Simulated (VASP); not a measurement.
# Al5P2 (P-3m1) in VASP: further runs

Runs on Al5P2. Level: PBE. Tasks: single point, relaxation of cell and atoms.

All numbers are computed with VASP 6.6.1; they aren't measurements. Logs are shortened: lines on timing, memory, paths and dates and some standing lists are left out, and cuts for length are marked.

## Step 1: The cell of the first run

The structure is trigonal, space group P-3m1 (No. 164). The conventional cell has a = 3.612 Å, b = 3.612 Å, c = 11.961 Å, α = 90.00°, β = 90.00°, γ = 120.00°. Al (site symmetry 3m) has 3 P at 2.43 Å and 1 Al at 2.62 Å within 3.2 Å. Within 3.4 Å of Al (site symmetry 3m) lie 3 P at 2.61 Å and 3 Al at 2.79 Å. Within 3.7 Å of Al (site symmetry -3m) lie 12 Al at 2.79 to 3.61 Å. P (site symmetry 3m) has 6 Al at 2.43 to 2.61 Å within 3.2 Å.

## Step 2: Single point, PBE

INCAR

```
PREC = Accurate
ENCUT = 520
EDIFF = 1E-6
ISMEAR = 0
SIGMA = 0.2
LREAL = F
LASPH = T
NELM = 80
ALGO = Normal
ISIF = 2
LWAVE = F
LCHARG = T
GGA = PE
LELF = T
LVHAR = T
NBANDS = 22
```

KPOINTS

```
regular mesh
0
Gamma
  5 5 2
```

POSCAR

```
Al5P2
1.0
    3.6123660995      0.0000000000      0.0000000000
   -1.8061830497      3.1284008099      0.0000000000
    0.0000000000      0.0000000000     11.9607925585
Al P
5 2
Direct
    0.0000000000      0.0000000000      0.8905550884
    0.3333333333      0.6666666667      0.6555164770
    0.0000000000      0.0000000000      0.1094449116
    0.6666666667      0.3333333333      0.3444835230
    0.0000000000      0.0000000000      0.5000000000
    0.6666666667      0.3333333333      0.7869114572
    0.3333333333      0.6666666667      0.2130885428
```

Potentials or basis: VASP PAW PBE potentials, release 64 (Al, P).

On the command line:

```sh
$ cat potpaw_PBE.64/Al/POTCAR potpaw_PBE.64/P/POTCAR > POTCAR
$ mpirun -np 1 vasp_std > vasp.out
```

OUTCAR:

```text
PREC = Accurate
   ENCUT = 520
   EDIFF = 1E-6
   ISMEAR = 0
   LREAL = F
   LASPH = T
   NELM = 80
   ISIF = 2
   GGA = PE

 ion  position               nearest neighbor table
   1  0.000  0.000  0.891-   6 2.43   6 2.43   6 2.43   3 2.62
   2  0.333  0.667  0.656-   6 2.61   6 2.61   6 2.61   5 2.79   5 2.79   5 2.79
   3  0.000  0.000  0.109-   7 2.43   7 2.43   7 2.43   1 2.62
   4  0.667  0.333  0.344-   7 2.61   7 2.61   7 2.61   5 2.79   5 2.79   5 2.79
   5  0.000  0.000  0.500-   2 2.79   4 2.79   2 2.79   4 2.79   4 2.79   2 2.79
   6  0.667  0.333  0.787-   1 2.43   1 2.43   1 2.43   2 2.61   2 2.61   2 2.61
   7  0.333  0.667  0.213-   3 2.43   3 2.43   3 2.43   4 2.61   4 2.61   4 2.61

  LATTYP: Found a hexagonal cell.
 ALAT       =     3.6123660995
 C/A-ratio  =     3.3110687646

  Lattice vectors:

 A1 = (   3.6123660995,   0.0000000000,   0.0000000000)
 A2 = (  -1.8061830497,   3.1284008099,   0.0000000000)
 A3 = (   0.0000000000,   0.0000000000,  11.9607925585)

Analysis of symmetry for initial positions (statically):
=====================================================================
 Subroutine PRICEL returns:
 Original cell was already a primitive cell.

 Routine SETGRP: Setting up the symmetry group for a
 hexagonal supercell.

 Subroutine GETGRP returns: Found 12 space group operations
 (whereof 12 operations were pure point group operations)
 out of a pool of 24 trial point group operations.

The static configuration has the point symmetry D_3d.

Analysis of symmetry for dynamics (positions and initial velocities):
=====================================================================
 Subroutine PRICEL returns:
 Original cell was already a primitive cell.

 Routine SETGRP: Setting up the symmetry group for a
 hexagonal supercell.

 Subroutine GETGRP returns: Found 12 space group operations
 (whereof 12 operations were pure point group operations)
 out of a pool of 24 trial point group operations.

The dynamic configuration has the point symmetry D_3d.

 Subroutine INISYM returns: Found 12 space group operations
 (whereof 12 operations are pure point group operations),
 and found     1 'primitive' translations

----------------------------------------------------------------------------------------

                                     Primitive cell

  volume of cell :     135.1681

  direct lattice vectors                    reciprocal lattice vectors
     3.612366099  0.000000000  0.000000000     0.276826870  0.159826068  0.000000000
    -1.806183050  3.128400810  0.000000000     0.000000000  0.319652136  0.000000000
     0.000000000  0.000000000 11.960792558     0.000000000  0.000000000  0.083606500

  length of vectors
     3.612366099  3.612366099 11.960792558     0.319652136  0.319652136  0.083606500

  position of ions in fractional coordinates (direct lattice)
     0.000000000  0.000000000  0.890555088
     0.333333333  0.666666667  0.655516477
     0.000000000  0.000000000  0.109444912
     0.666666667  0.333333333  0.344483523
     0.000000000  0.000000000  0.500000000
     0.666666667  0.333333333  0.786911457
     0.333333333  0.666666667  0.213088543

  ion indices of the primitive-cell ions
   primitive index   ion index
                 1           1
                 2           2
                 3           3
                 4           4
                 5           5
                 6           6
                 7           7

----------------------------------------------------------------------------------------

 KPOINTS: regular mesh

Automatic generation of k-mesh.
 Grid dimensions read from file:
 generate k-points for:    5    5    2

 Generating k-lattice:

  Cartesian coordinates                     Fractional coordinates (reciprocal lattice)
     0.055365374  0.031965214  0.000000000     0.200000000 -0.000000000  0.000000000
     0.000000000  0.063930427  0.000000000     0.000000000  0.200000000  0.000000000
     0.000000000  0.000000000  0.041803250     0.000000000  0.000000000  0.500000000

  Length of vectors
     0.063930427  0.063930427  0.041803250

  Shift w.r.t. Gamma in fractional coordinates (k-lattice)
     0.000000000  0.000000000  0.000000000

 Subroutine IBZKPT returns following result:
 ===========================================

 Found     10 irreducible k-points:

 Following reciprocal coordinates:
            Coordinates               Weight
  0.000000  0.000000  0.000000      1.000000
  0.200000 -0.000000  0.000000      6.000000
  0.400000 -0.000000  0.000000      6.000000
  0.200000  0.200000  0.000000      6.000000
  0.400000  0.200000  0.000000      6.000000
  0.000000  0.000000  0.500000      1.000000
  0.200000 -0.000000  0.500000      6.000000
  0.400000 -0.000000  0.500000      6.000000
  0.200000  0.200000  0.500000      6.000000
  0.400000  0.200000  0.500000      6.000000
   k-points           NKPTS =     10   k-points in BZ     NKDIM =     10   number of bands    NBANDS=     22
   number of dos      NEDOS =    301   number of ions     NIONS =      7
   total plane-waves  NPLWV =  70560
   dimension x,y,z NGX =    28 NGY =   28 NGZ =   90
   dimension x,y,z NGXF=    56 NGYF=   56 NGZF=  180
   ions per type =               5   2
   NGX,Y,Z   is equivalent  to a cutoff of  12.89, 12.89, 12.51 a.u.
   NGXF,Y,Z  is equivalent  to a cutoff of  25.77, 25.77, 25.02 a.u.
 SYSTEM =  unknown system
   PREC   = accura    normal or accurate (medium, high low for compatibility)
   ISTART =      0    job   : 0-new  1-cont  2-samecut
   ICHARG =      2    charge: 1-file 2-atom 10-const
   ISPIN  =      1    spin polarized calculation?
   LNONCOLLINEAR =      F non collinear calculations
   LSORBIT =      F    spin-orbit coupling
   LASPH  =      T    aspherical Exc in radial PAW
   ENCUT  =  520.0 eV  38.22 Ry    6.18 a.u.   6.72  6.72 22.24*2*pi/ulx,y,z
   NELM   =     80;   NELMIN=  2; NELMDL= -5     # of ELM steps
   EDIFF  = 0.1E-05   stopping-criterion for ELM
   LREAL  =      F    real-space projection
   EDIFFG = 0.1E-04   stopping-criterion for IOM
   NSW    =      0    number of steps for IOM
   IBRION =     -1    ionic relax: 0-MD 1-quasi-New 2-CG
   NFREE  =      0    steps in history (QN), initial steepest desc. (CG)
   ISIF   =      2    stress and relaxation
   ISYM   =      2    0-nonsym 1-usesym 2-fastsym
   POTIM  = 0.5000    time-step for ionic-motion
   TEBEG  =    0.0;   TEEND  =   0.0 temperature during run
   PSTRESS=    0.0 pullay stress
   NELECT =      25.0000    total number of electrons
   NUPDOWN=      -1.0000    fix difference up-down
   EMIN   =  10.00;   EMAX   =-10.00  energy-range for DOS
   EFERMI =   0.00;   METHOD = LEGACY
   ISMEAR =     0;   SIGMA  =   0.20  broadening in eV -4-tet -1-fermi 0-gaus
   EFERMI_NEDOS =   21; number of points for ismear=-14 and -15
   IALGO  =     38    algorithm
   IMIX   =      4    mixing-type and parameters
     AMIX     =   0.40;   BMIX     =  1.00
     AMIX_MAG =   1.60;   BMIX_MAG =  1.00
  volume/ion in A,a.u.               =      19.31       130.31
  Fermi-wavevector in a.u.,A,eV,Ry     =   0.932746  1.762635 11.837278  0.870015
  Thomas-Fermi vector in A             =   2.059376
   LORBIT       =      0    0 simple, 1 ext, 2 COOP (PROOUT), +10 PAW based schemes
   GGA     = PE    functional components
   LHFCALC =     F    Hartree Fock is set to
   AEXX    =    0.0000 exact exchange contribution
   IVDW    =     0    specifies the selected vdW correction
   LEPSILON=     F    determine dielectric tensor
   LRPA    =     F    only Hartree local field effects (RPA)
 non-spin polarized calculation
 Gauss-broadening in eV      SIGMA  =   0.20
  energy-cutoff  :      520.00
  volume of cell :      135.17
 maximum number of plane-waves:      3652
 NGX is ok and might be reduce to    28
   NGX = 13   NGY = 13   NGZ = 45

 number of electron      25.0000001 magnetization

 Free energy of the ion-electron system (eV)
  ---------------------------------------------------
  ext. energy  EPLUGINS =         0.00000000
  ---------------------------------------------------
  free energy    TOTEN  =       -29.92067700 eV

  energy without entropy =      -29.88650945  energy(sigma->0) =      -29.90359322

 E-fermi :   6.4011     XC(G=0):  -9.5823

 val. band max:        6.2384377161   @ k =   0.2000   0.2000   0.0000
 cond. band min:       6.4096145684   @ k =   0.4000   0.2000   0.5000
 fundamental gap:      0.1711768523
 Fermi energy:         6.4010651270

 k-point     1 :       0.0000    0.0000    0.0000
  band No.  band energies     occupation
      1      -6.5383      2.00000
      2      -6.4112      2.00000
      3      -2.3662      2.00000
      4      -0.5526      2.00000
      5      -0.0431      2.00000
      6       3.9018      2.00000
[... 14 lines left out ...]
     21      10.9431      0.00000
     22      12.0858      0.00000

 k-point     2 :       0.2000   -0.0000    0.0000
  band No.  band energies     occupation
      1      -6.0501      2.00000
      2      -5.9325      2.00000
      3      -1.7882      2.00000
      4      -0.0207      2.00000
      5       0.4198      2.00000
      6       2.6415      2.00000
[... 14 lines left out ...]
     21      11.2581      0.00000
     22      11.7173      0.00000

 k-point     3 :       0.4000   -0.0000    0.0000
  band No.  band energies     occupation
      1      -4.8349      2.00000
      2      -4.7655      2.00000
      3      -0.5782      2.00000
      4      -0.4259      2.00000
      5       0.1048      2.00000
      6       1.5769      2.00000
[... 14 lines left out ...]
     21      10.4250      0.00000
     22      10.7832      0.00000
[... 126 lines left out ...]
 k-point     9 :       0.2000    0.2000    0.5000
  band No.  band energies     occupation
      1      -5.1535      2.00000
      2      -5.0947      2.00000
      3      -0.5577      2.00000
      4       0.2649      2.00000
      5       0.6747      2.00000
      6       0.9928      2.00000
[... 14 lines left out ...]
     21      10.7872      0.00000
     22      11.1548      0.00000

 k-point    10 :       0.4000    0.2000    0.5000
  band No.  band energies     occupation
      1      -4.2605      2.00000
      2      -4.2519      2.00000
      3      -0.6782      2.00000
      4      -0.5296      2.00000
      5       1.2081      2.00000
      6       1.5146      2.00000
[... 14 lines left out ...]
     21      11.0795      0.00000
     22      11.2870      0.00000

------------------------ aborting loop because EDIFF is reached ----------------------------------------

  FORCE on cell =-STRESS in cart. coord.  units (eV):
  Direction    XX          YY          ZZ          XY          YZ          ZX
  --------------------------------------------------------------------------------------
  -------------------------------------------------------------------------------------
  Total       -0.2778707     -0.2778707      0.1770136     -0.0000000      0.0000000     -0.0000000
  in kB       -3.2936630     -3.2936630      2.0981818     -0.0000000      0.0000000     -0.0000000
  external PRESSURE =      -1.4963814 kB  Pullay stress =       0.0000000 kB

 VOLUME and BASIS-vectors are now :
 -----------------------------------------------------------------------------
  energy-cutoff  :      520.00
  volume of cell :      135.17
      direct lattice vectors                 reciprocal lattice vectors
     3.612366099  0.000000000  0.000000000     0.276826870  0.159826068  0.000000000
    -1.806183050  3.128400810  0.000000000     0.000000000  0.319652136  0.000000000
     0.000000000  0.000000000 11.960792558     0.000000000  0.000000000  0.083606500

 POSITION                                       TOTAL-FORCE (eV/Angst)
 -----------------------------------------------------------------------------------
      0.00000      0.00000     10.65174        -0.000000      0.000000      0.032076
     -0.00000      2.08560      7.84050         0.000000     -0.000000      0.000924
      0.00000      0.00000      1.30905        -0.000000     -0.000000     -0.032076
      1.80618      1.04280      4.12030        -0.000000      0.000000     -0.000924
      0.00000      0.00000      5.98040         0.000000      0.000000     -0.000000
      1.80618      1.04280      9.41208        -0.000000      0.000000     -0.009631
     -0.00000      2.08560      2.54871         0.000000     -0.000000      0.009631
 -----------------------------------------------------------------------------------
    total drift:                                0.000000     -0.000000     -0.000000

  FREE ENERGIE OF THE ION-ELECTRON SYSTEM (eV)
  ---------------------------------------------------
  free  energy   TOTEN  =       -29.9206769989 eV

  energy  without entropy=      -29.8865094508  energy(sigma->0) =      -29.90359322
```

Wall time 19 s (1 thread of Intel Xeon Platinum 8559C (Emerald Rapids), shared host); peak memory 0.24 GiB.

Results:

- Free energy: -29.9207 eV
- Pressure: -0.1 GPa
- Largest force: 0.032 eV/Å

Forces in eV/Å, atoms in the order of the input:
```
Al   0.000  0.000  0.032
Al   0.000  0.000  0.001
Al   0.000  0.000 -0.032
Al   0.000  0.000 -0.001
Al   0.000  0.000  0.000
P    0.000  0.000 -0.010
P    0.000  0.000  0.010
```

Levels at points of the mesh, in eV from the Fermi level:
| k point | band 10 | band 11 | band 12 | band 13 | band 14 | band 15 | band 16 | band 17 |
| --- | --- | --- | --- | --- | --- | --- | --- | --- |
| (0.00, 0.00, 0.00) | -1.04 | -1.04 | 2.74 | 2.80 | 3.09 | 3.09 | 3.33 | 3.33 |
| (0.00, 0.00, 0.50) | -1.04 | -0.60 | 1.65 | 2.92 | 3.11 | 3.11 | 3.27 | 3.27 |

Caveat: the k points lie up to 0.40 Å⁻¹ apart.

## Step 3: Relaxation of cell and atoms, PBE

This run uses another cell than the first one, of 17.75 Å³/atom, 0.919 times its volume.

INCAR

```
PREC = Accurate
ENCUT = 600
EDIFF = 1E-7
ISMEAR = 0
SIGMA = 0.2
LREAL = F
LASPH = T
NELM = 100
ALGO = Normal
ISIF = 3
LWAVE = F
LCHARG = F
GGA = PE
IBRION = 2
NSW = 36
EDIFFG = -0.08
```

KPOINTS is that of step 2.

POSCAR

```
Al5P2
1.0
    3.7500000000      0.0000000000      0.0000000000
   -1.8750000000      3.2475952600      0.0000000000
    0.0000000000      0.0000000000     10.2000000000
Al P
5 2
Direct
    0.0000000000      0.0000000000      0.8750000000
    0.3333333300      0.6666666700      0.6800000000
    0.0000000000      0.0000000000      0.1250000000
    0.6666666700      0.3333333300      0.3200000000
    0.0000000000      0.0000000000      0.5000000000
    0.6666666700      0.3333333300      0.8050000000
    0.3333333300      0.6666666700      0.1950000000
```

Potentials or basis: VASP PAW PBE potentials, release 64 (Al, P).

On the command line:

```sh
$ cat potpaw_PBE.64/Al/POTCAR potpaw_PBE.64/P/POTCAR > POTCAR
$ mpirun -np 1 vasp_std > vasp.out
```

Wall time 2.7 min (1 thread of Intel Xeon Platinum 8559C (Emerald Rapids), shared host); peak memory 0.26 GiB.

Results (log left out):

* Free energy: -29.9208 eV
* Relaxed volume: 19.27 Å³/atom
* Relaxed cell: a = 3.605 Å, b = 3.605 Å, c = 11.983 Å, α = 90.00°, β = 90.00°, γ = 120.00°
* Space group after relaxing (to 0.05 Å): P-3m1 (No. 164)
* Energy gained by relaxing: 217.6 meV/atom
* Ionic steps: 15
* Pressure after relaxing: -0.1 GPa
* Largest force after relaxing: 0.041 eV/Å

Forces in eV/Å, atoms in the order of the input:
```
Al   0.000  0.000  0.041
Al   0.000  0.000 -0.001
Al   0.000  0.000 -0.041
Al   0.000  0.000  0.001
Al   0.000  0.000  0.000
P    0.000  0.000  0.023
P    0.000  0.000 -0.023
```

Stress tensor (GPa, compression positive):
```
-0.16  0.00  0.00
 0.00 -0.16  0.00
 0.00  0.00  0.07
```

Step by step:
```tsv
step	energy change (eV)	largest force (eV/Å)	pressure (GPa)	volume (Å³)
1	0.0000	1.4914	10.44	124.22
2	-0.6366	0.5615	-2.70	146.19
3	-0.6715	0.6850	-0.82	141.51
4	-0.8174	0.6158	-0.92	141.40
5	-1.2199	0.3095	-1.35	140.73
6	-1.0746	1.5773	-2.63	137.91
7	-1.3963	0.4009	-1.86	139.98
8	-1.4098	0.7715	-2.13	139.47
9	-1.4464	0.7196	0.56	133.17
10	-1.4647	0.6334	-0.49	135.43
11	-1.5064	0.3163	0.17	134.64
12	-1.5104	0.1812	0.48	134.30
13	-1.5190	0.1080	-0.23	135.41
14	-1.5195	0.0857	-0.44	135.76
15	-1.5230	0.0406	-0.08	134.89
```

Final structure:
```
Al P
1.0
     3.60527    0.00000    0.00000
    -1.80263    3.12225    0.00000
     0.00000    0.00000   11.98312
Al P
5 2
Direct
  0.00000 0.00000 0.89042
  0.33333 0.66667 0.65547
  0.00000 0.00000 0.10958
  0.66667 0.33333 0.34453
  0.00000 0.00000 0.50000
  0.66667 0.33333 0.78612
  0.33333 0.66667 0.21388
```

Levels at points of the mesh, in eV from the Fermi level:
| k point | band 11 | band 12 | band 13 | band 14 | band 15 | band 16 |
| --- | --- | --- | --- | --- | --- | --- |
| (0.00, 0.00, 0.00) | -1.01 | 2.78 | 2.85 | 3.13 | 3.13 | 3.37 |
| (0.00, 0.00, 0.50) | -0.63 | 1.64 | 2.97 | 3.15 | 3.15 | 3.32 |

Caveat: the k points lie up to 0.40 Å⁻¹ apart in the final cell; the relaxation stopped at a loose force limit of 0.08 eV/Å, so its end isn't a converged minimum.
